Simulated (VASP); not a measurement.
A run of VASP 6.6.1:

The input INCAR:

```
PREC = Accurate
ENCUT = 520
EDIFF = 1E-7
ISMEAR = 0
SIGMA = 0.05
LREAL = F
LASPH = T
NELM = 100
ALGO = Normal
ISIF = 2
LWAVE = F
LCHARG = T
LELF = T
LVHAR = T
NBANDS = 16
```

The input KPOINTS:

```
regular mesh
0
Gamma
  10 10 6
```

POSCAR

```
Si
1.0
    0.0000000000     -2.7007989451     -2.7007989451
    0.0000000000      2.7007989451     -2.7007989451
    5.6538525117      0.0000000000      0.0000000000
Si
4
Direct
    0.5000000000      0.5000000000     -0.0244372133
    0.0000000000      0.0000000000      0.5244372133
    0.0000000000      0.5000000000      0.2500000000
    0.5000000000      0.0000000000      0.7500000000
```

Potentials or basis: VASP PAW LDA potentials, release 64 (Si).

The run is started by

```console
$ cat potpaw_LDA.64/Si/POTCAR > POTCAR
$ mpirun -np 1 vasp_std > vasp.out
```

Hardware: 1 thread of AMD EPYC 9R45 96-Core Processor (Zen 5), on a shared host.

Q: Estimate the wall time of this run.

A: Run time: 47 s on 1 thread of AMD EPYC 9R45 96-Core Processor (Zen 5), on a shared host, peak memory 0.16 GiB. Counts: scf iterations 13, k points 84.
